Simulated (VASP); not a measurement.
# GaB2As3 (I-4m2) in VASP: notebook

GaB2As3 is run at these levels: PBE; tasks: single point, relaxation of cell and atoms.

Everything below comes from runs of VASP 6.6.1. Logs are shortened: lines on timing, memory, paths and dates and some standing lists are left out, and cuts for length are marked.

### Step 1. The cell of the first run

Symmetry: I-4m2, No. 119, tetragonal system. The conventional cell has a = 3.591 Å, b = 3.591 Å, c = 15.651 Å, α = 90.00°, β = 90.00°, γ = 90.00°. Ga (site symmetry -4m2) has 4 As at 2.40 Å within 3.2 Å. Within 2.8 Å of B (site symmetry 2mm) lie 4 As at 2.14 Å. As (site symmetry 2mm) has 2 B at 2.14 Å and 2 Ga at 2.40 Å within 2.8 Å. Within 2.8 Å of As (site symmetry -4m2) lie 4 B at 2.14 Å.

### Step 2. Single point, PBE

The input, INCAR:

```
PREC = Accurate
ENCUT = 520
EDIFF = 1E-6
ISMEAR = 0
SIGMA = 0.1
LREAL = F
LASPH = T
NELM = 100
ALGO = Normal
ISIF = 2
LWAVE = F
LCHARG = T
GGA = PE
LELF = T
LVHAR = T
NBANDS = 26
```

The input, KPOINTS:

```
Automatic mesh
0
Gamma
  6 6 6
```

The input, POSCAR:

```
GaB2As3
1.0
   -1.7956855195      1.7956855195      7.8256568664
    1.7956855195     -1.7956855195      7.8256568664
    1.7956855195      1.7956855195     -7.8256568664
Ga B As
1 2 3
Direct
    0.5000000000      0.5000000000      0.0000000000
    0.8249404296      0.8249404296      0.0000000000
    0.1750595704      0.1750595704      0.0000000000
    0.3987380671      0.8987380671      0.5000000000
    0.1012619329      0.6012619329      0.5000000000
    0.7500000000      0.2500000000      0.5000000000
```

Potentials or basis: VASP PAW PBE potentials, release 64 (Ga_d, B, As).

Launch:

```console
cat potpaw_PBE.64/Ga_d/POTCAR potpaw_PBE.64/B/POTCAR potpaw_PBE.64/As/POTCAR > POTCAR
mpirun -np 1 vasp_std > vasp.out
```

OUTCAR:

```text
PREC = Accurate
   ENCUT = 520
   EDIFF = 1E-6
   ISMEAR = 0
   LREAL = F
   LASPH = T
   NELM = 100
   ISIF = 2
   GGA = PE

 ion  position               nearest neighbor table
   1  0.500  0.500  0.000-   5 2.40   4 2.40   5 2.40   4 2.40
   2  0.825  0.825  0.000-   4 2.14   4 2.14   6 2.14   6 2.14
   3  0.175  0.175  0.000-   5 2.14   5 2.14   6 2.14   6 2.14
   4  0.399  0.899  0.500-   2 2.14   2 2.14   1 2.40   1 2.40
   5  0.101  0.601  0.500-   3 2.14   3 2.14   1 2.40   1 2.40
   6  0.750  0.250  0.500-   2 2.14   3 2.14   2 2.14   3 2.14

  LATTYP: Found a body centered tetragonal cell.
 ALAT       =     3.5913710390
 C/A-ratio  =     4.3580330639

  Lattice vectors:

 A1 = (  -1.7956855195,   1.7956855195,   7.8256568664)
 A2 = (   1.7956855195,  -1.7956855195,   7.8256568664)
 A3 = (   1.7956855195,   1.7956855195,  -7.8256568664)

Analysis of symmetry for initial positions (statically):
=====================================================================
 Subroutine PRICEL returns:
 Original cell was already a primitive cell.

 Routine SETGRP: Setting up the symmetry group for a
 body centered tetragonal supercell.

 Subroutine GETGRP returns: Found  8 space group operations
 (whereof  8 operations were pure point group operations)
 out of a pool of 16 trial point group operations.

The static configuration has the point symmetry D_2d.

Analysis of symmetry for dynamics (positions and initial velocities):
=====================================================================
 Subroutine PRICEL returns:
 Original cell was already a primitive cell.

 Routine SETGRP: Setting up the symmetry group for a
 body centered tetragonal supercell.

 Subroutine GETGRP returns: Found  8 space group operations
 (whereof  8 operations were pure point group operations)
 out of a pool of 16 trial point group operations.

The dynamic configuration has the point symmetry D_2d.

 Subroutine INISYM returns: Found  8 space group operations
 (whereof  8 operations are pure point group operations),
 and found     1 'primitive' translations

----------------------------------------------------------------------------------------

                                     Primitive cell

  volume of cell :     100.9349

  direct lattice vectors                    reciprocal lattice vectors
[... 91 lines left out ...]
   LSORBIT =      F    spin-orbit coupling
   LASPH  =      T    aspherical Exc in radial PAW
   ENCUT  =  520.0 eV  38.22 Ry    6.18 a.u.  15.30 15.30 15.30*2*pi/ulx,y,z
   NELM   =    100;   NELMIN=  2; NELMDL= -5     # of ELM steps
   EDIFF  = 0.1E-05   stopping-criterion for ELM
   LREAL  =      F    real-space projection
   EDIFFG = 0.1E-04   stopping-criterion for IOM
   NSW    =      0    number of steps for IOM
   IBRION =     -1    ionic relax: 0-MD 1-quasi-New 2-CG
   NFREE  =      0    steps in history (QN), initial steepest desc. (CG)
   ISIF   =      2    stress and relaxation
   ISYM   =      2    0-nonsym 1-usesym 2-fastsym
   POTIM  = 0.5000    time-step for ionic-motion
   TEBEG  =    0.0;   TEEND  =   0.0 temperature during run
   PSTRESS=    0.0 pullay stress
   NELECT =      34.0000    total number of electrons
   NUPDOWN=      -1.0000    fix difference up-down
   EMIN   =  10.00;   EMAX   =-10.00  energy-range for DOS
   EFERMI =   0.00;   METHOD = LEGACY
   ISMEAR =     0;   SIGMA  =   0.10  broadening in eV -4-tet -1-fermi 0-gaus
   EFERMI_NEDOS =   21; number of points for ismear=-14 and -15
   IALGO  =     38    algorithm
   IMIX   =      4    mixing-type and parameters
     AMIX     =   0.40;   BMIX     =  1.00
     AMIX_MAG =   1.60;   BMIX_MAG =  1.00
  volume/ion in A,a.u.               =      16.82       113.52
  Fermi-wavevector in a.u.,A,eV,Ry     =   1.139079  2.152548 17.653587  1.297502
  Thomas-Fermi vector in A             =   2.275783
   LORBIT       =      0    0 simple, 1 ext, 2 COOP (PROOUT), +10 PAW based schemes
   GGA     = PE    functional components
   LHFCALC =     F    Hartree Fock is set to
   AEXX    =    0.0000 exact exchange contribution
   IVDW    =     0    specifies the selected vdW correction
   LEPSILON=     F    determine dielectric tensor
   LRPA    =     F    only Hartree local field effects (RPA)
 non-spin polarized calculation
 Gauss-broadening in eV      SIGMA  =   0.10
  energy-cutoff  :      520.00
  volume of cell :      100.93
 maximum number of plane-waves:      2736
 NGX is ok and might be reduce to    64
   NGX = 31   NGY = 31   NGZ = 31

 number of electron      33.9999995 magnetization

 Free energy of the ion-electron system (eV)
  ---------------------------------------------------
  ext. energy  EPLUGINS =         0.00000000
  ---------------------------------------------------
  free energy    TOTEN  =       -30.10901912 eV

  energy without entropy =      -30.10901543  energy(sigma->0) =      -30.10901727

 E-fermi :   5.7777     XC(G=0): -10.1393

 val. band max:        5.5393151282   @ k =   0.0000   0.0000   0.0000
 cond. band min:       6.0308754834   @ k =  -0.1667  -0.1667   0.1667
 fundamental gap:      0.4915603551
 Fermi energy:         5.7776898654

 k-point     1 :       0.0000    0.0000    0.0000
  band No.  band energies     occupation
      1      -9.8672      2.00000
      2      -9.7226      2.00000
      3      -9.7226      2.00000
      4      -9.6994      2.00000
      5      -9.6767      2.00000
      6      -9.1811      2.00000
[... 685 lines left out ...]
     25      10.3027      0.00000
     26      11.4274      0.00000

 [... further k-points ...]
[... 5 lines left out ...]
  --------------------------------------------------------------------------------------
  -------------------------------------------------------------------------------------
  Total        0.0726960      0.0726960      0.3558079      0.0000000      0.0000000      0.0000000
  in kB        1.1539303      1.1539303      5.6478718      0.0000000      0.0000000      0.0000000
  external PRESSURE =       2.6519108 kB  Pullay stress =       0.0000000 kB

 VOLUME and BASIS-vectors are now :
 -----------------------------------------------------------------------------
  energy-cutoff  :      520.00
  volume of cell :      100.93
      direct lattice vectors                 reciprocal lattice vectors
    -1.795685520  1.795685520  7.825656866     0.000000000  0.278445192  0.063892400
     1.795685520 -1.795685520  7.825656866     0.278445192  0.000000000  0.063892400
     1.795685520  1.795685520 -7.825656866     0.278445192  0.278445192  0.000000000

 POSITION                                       TOTAL-FORCE (eV/Angst)
 -----------------------------------------------------------------------------------
      0.00000      0.00000      7.82566         0.000000      0.000000      0.000000
      0.00000      0.00000     12.91140        -0.000000     -0.000000     -0.018984
      0.00000      0.00000      2.73991        -0.000000     -0.000000      0.018984
      1.79569      0.00000      6.24077         0.000000      0.000000      0.000573
      1.79569     -0.00000      1.58488         0.000000      0.000000     -0.000573
      0.00000      1.79569      3.91283         0.000000      0.000000      0.000000
 -----------------------------------------------------------------------------------
    total drift:                                0.000001     -0.000001      0.000000

  FREE ENERGIE OF THE ION-ELECTRON SYSTEM (eV)
  ---------------------------------------------------
  free  energy   TOTEN  =       -30.1090191174 eV

  energy  without entropy=      -30.1090154323  energy(sigma->0) =      -30.10901727
```

Run time: 3.3 min. Hardware: 1 thread of Intel Xeon 6975P-C (Granite Rapids), shared host; peak memory 0.57 GiB.

Results:

| Item | Value |
| --- | --- |
| Free energy | -30.1090 eV |
| Pressure | 0.3 GPa |
| Largest force | 0.019 eV/Å |
| Band gap on the k mesh | 0.49 eV, indirect (the least direct gap lies 4.3 meV higher) |

Forces on the atoms (eV/Å):
```
Ga   0.000  0.000  0.000
B    0.000  0.000 -0.019
B    0.000  0.000  0.019
As   0.000  0.000  0.001
As   0.000  0.000 -0.001
As   0.000  0.000  0.000
```

Levels at points of the mesh, in eV from the valence-band top:
```tsv
k point	band 14	band 15	band 16	band 17	band 18	band 19	band 20	band 21
(0.00, 0.00, 0.00)	-2.93	-0.58	0.00	0.00	0.50	0.72	1.77	1.87
(0.50, 0.00, 0.00)	-2.73	-2.70	-2.05	-0.63	0.99	1.95	2.90	3.34
(0.50, 0.50, 0.00)	-4.79	-4.58	-3.87	-3.81	0.84	0.88	2.66	2.90
(0.50, 0.50, 0.50)	-2.47	-2.47	-0.76	-0.76	0.51	0.79	1.55	2.54
```

A k mesh can miss the band edges.

### Step 3. Single point, PBE

This run uses another cell than the first one, of 17.60 Å³/atom, 1.046 times its volume.

The input, INCAR:

```
ALGO     = Normal         # electronic algorithm
EDIFF    = 1E-6           # SCF threshold, eV
ENCUT    = 520            # plane-wave cutoff, eV
GGA      = PE             # functional
ISIF     = 2              # what is computed and relaxed
ISMEAR   = 0              # smearing method
LASPH    = True           # aspherical terms in the spheres
LCHARG   = False          # write CHGCAR
LREAL    = False          # projectors in reciprocal space
LWAVE    = False          # write WAVECAR
NBANDS   = 26             # bands
NELM     = 100            # most SCF steps
PREC     = Accurate       # precision mode
SIGMA    = 0.1            # smearing width, eV
```

The input, KPOINTS:

```
k-points
0
Gamma
  6 6 6
```

The input, POSCAR:

```
GaB2As3
1.0
   -1.8392903800      1.8392903800      7.8034482100
    1.8392903800     -1.8392903800      7.8034482100
    1.8392903800      1.8392903800     -7.8034482100
Ga B As
1 2 3
Direct
    0.5000000000      0.5000000000      0.0000000000
    0.8333333300      0.8333333300      0.0000000000
    0.1666666700      0.1666666700      0.0000000000
    0.4166666700      0.9166666700      0.5000000000
    0.0833333300      0.5833333300      0.5000000000
    0.7500000000      0.2500000000      0.5000000000
```

Potentials or basis: VASP PAW PBE potentials, release 64 (Ga_d, B, As).

Launch:

```console
cat potpaw_PBE.64/Ga_d/POTCAR potpaw_PBE.64/B/POTCAR potpaw_PBE.64/As/POTCAR > POTCAR
mpirun -np 1 vasp_std > vasp.out
```

Wall time 3.1 min (1 thread of Intel Xeon 6975P-C (Granite Rapids), shared host); peak memory 0.56 GiB.

The run converged. Its results:

- Free energy: -28.9419 eV
- Pressure: -0.2 GPa
- Largest force: 4.001 eV/Å
- Band gap on the k mesh: 1.12 eV, direct

Forces on the atoms (eV/Å):
```
Ga   0.000  0.000  0.000
B    0.000  0.000 -0.214
B    0.000  0.000  0.214
As   0.000  0.000 -4.001
As   0.000  0.000  4.001
As   0.000  0.000  0.000
```

Stress tensor (GPa, compression positive):
```
 0.06  0.00  0.00
 0.00  0.06  0.00
 0.00  0.00 -0.80
```

Levels at points of the mesh, in eV from the valence-band top:
| k point | band 13 | band 14 | band 15 | band 16 | band 17 | band 18 | band 19 | band 20 | band 21 | band 22 |
| --- | --- | --- | --- | --- | --- | --- | --- | --- | --- | --- |
| (0.00, 0.00, 0.00) | -2.80 | -2.80 | -0.12 | 0.00 | 0.00 | 1.12 | 1.33 | 2.04 | 2.64 | 2.93 |
| (0.50, 0.00, 0.00) | -3.45 | -1.77 | -1.63 | -1.54 | -1.33 | 1.32 | 2.45 | 3.18 | 4.16 | 4.24 |
| (0.50, 0.50, 0.00) | -4.17 | -4.05 | -4.01 | -3.37 | -3.36 | 1.31 | 1.39 | 3.35 | 3.44 | 3.52 |
| (0.50, 0.50, 0.50) | -2.48 | -1.55 | -1.55 | -1.21 | -1.21 | 1.34 | 1.45 | 1.92 | 2.16 | 4.01 |

Caveat: forces of over 1 eV/Å act on the atoms, so gaps and moduli don't describe the material at rest. A k mesh can miss the band edges.

### Step 4. Relaxation of cell and atoms, PBE

This run uses another cell than the first one, of 17.60 Å³/atom, 1.046 times its volume.

The input, INCAR:

```
PREC = Accurate
ENCUT = 600
EDIFF = 1E-6
ISMEAR = 0
SIGMA = 0.1
LREAL = F
LASPH = T
NELM = 100
ALGO = Normal
ISIF = 3
LWAVE = F
LCHARG = F
GGA = PE
IBRION = 2
NSW = 90
EDIFFG = -0.04
```

The input, KPOINTS:

```
Automatic mesh
0
Gamma
  6 6 6
```

POSCAR is that of step 3.

Launch:

```console
cat potpaw_PBE.64/Ga_d/POTCAR potpaw_PBE.64/B/POTCAR potpaw_PBE.64/As/POTCAR > POTCAR
mpirun -np 1 vasp_std > vasp.out
```

Wall time 21 min (1 thread of Intel Xeon 6975P-C (Granite Rapids), shared host); peak memory 0.82 GiB.

The run converged. Its results:

- Free energy: -30.1116 eV
- Relaxed volume: 16.88 Å³/atom
- Relaxed cell: a = 8.248 Å, b = 8.248 Å, c = 8.248 Å, α = 154.84°, β = 154.84°, γ = 35.88°
- Space group after relaxing (to 0.05 Å): I-4m2 (No. 119)
- Energy gained by relaxing: 194.8 meV/atom
- Ionic steps: 9
- Pressure after relaxing: -0.1 GPa
- Largest force after relaxing: 0.026 eV/Å
- Band gap on the k mesh: 0.50 eV, indirect (the least direct gap lies 3.5 meV higher)

Forces in eV/Å, atoms in the order of the input:
```
Ga   0.000  0.000  0.000
B    0.000  0.000 -0.026
B    0.000  0.000  0.026
As   0.000  0.000  0.018
As   0.000  0.000 -0.018
As   0.000  0.000  0.000
```

Stress tensor (GPa, compression positive):
```
-0.11  0.00  0.00
 0.00 -0.11  0.00
 0.00  0.00  0.00
```

The path:
```
step  energy change (eV)  largest force (eV/Å)  pressure (GPa)  volume (Å³)
   1              0.0000                4.0011           -0.24       105.60
   2             -0.8968                1.1790           -2.83       105.19
   3             -0.9248                1.4112           -3.00       105.10
   4             -1.1264                0.6768            1.43        99.88
   5             -1.1316                0.5167            2.43        98.93
   6             -1.1651                0.2107           -0.38       101.60
   7             -1.1684                0.0489            0.19       100.98
   8             -1.1684                0.0400            0.26       100.94
   9             -1.1687                0.0261           -0.08       101.27
```

Final structure:
```yaml
crystal:
  lattice:
    - [-1.79618, 1.79618, 7.84700]
    - [1.79618, -1.79618, 7.84700]
    - [1.79618, 1.79618, -7.84700]
  atoms:
    - { symbol: Ga, position: [0.50000, 0.50000, 0.00000] }
    - { symbol: B, position: [0.82495, 0.82495, 0.00000] }
    - { symbol: B, position: [0.17505, 0.17505, 0.00000] }
    - { symbol: As, position: [0.39867, 0.89867, 0.50000] }
    - { symbol: As, position: [0.10133, 0.60133, 0.50000] }
    - { symbol: As, position: [0.75000, 0.25000, 0.50000] }
```

Levels at points of the mesh, in eV from the valence-band top:
| k point | band 13 | band 14 | band 15 | band 16 | band 17 | band 18 | band 19 | band 20 | band 21 |
| --- | --- | --- | --- | --- | --- | --- | --- | --- | --- |
| (0.00, 0.00, 0.00) | -2.92 | -2.92 | -0.60 | 0.00 | 0.00 | 0.50 | 0.73 | 1.73 | 1.86 |
| (0.50, 0.00, 0.00) | -3.80 | -2.72 | -2.70 | -2.06 | -0.62 | 0.97 | 1.94 | 2.87 | 3.32 |
| (0.50, 0.50, 0.00) | -4.78 | -4.78 | -4.57 | -3.87 | -3.81 | 0.82 | 0.86 | 2.64 | 2.88 |
| (0.50, 0.50, 0.50) | -3.06 | -2.47 | -2.47 | -0.75 | -0.75 | 0.52 | 0.80 | 1.55 | 2.54 |

A k mesh can miss the band edges. Expect the measured gap to be larger: semilocal functionals such as PBE lack the derivative discontinuity.

### Step 5. Summary

| task | cell | cutoff (eV) | gap on the mesh (eV) | pressure (GPa) | largest force (eV/Å) |
| --- | --- | --- | --- | --- | --- |
| single point | a = 8.227 Å, angles 154.8, 154.8, 36.0°, 6 atoms | 520 | 0.49 | 0.3 | 0.02 |
| single point | a = 8.226 Å, angles 154.2, 154.2, 36.9°, 6 atoms | 520 | 1.12 | -0.2 | 4.00 |
| relaxation of cell and atoms | relaxed from a = 8.226 Å, angles 154.2, 154.2, 36.9°, 6 atoms | 600 | 0.50 | -0.1 | 0.03 |

Alike in all rows: level PBE; potentials or basis VASP PAW PBE potentials, release 64 (Ga_d, B, As); no spin polarisation; k mesh 6 × 6 × 6; smearing gaussian 0.1 eV.

Caveats: forces of over 1 eV/Å act on the atoms, so gaps and moduli don't describe the material at rest (some runs).

Total energies depend on the potentials used, so only differences within one code and one set of settings carry meaning.
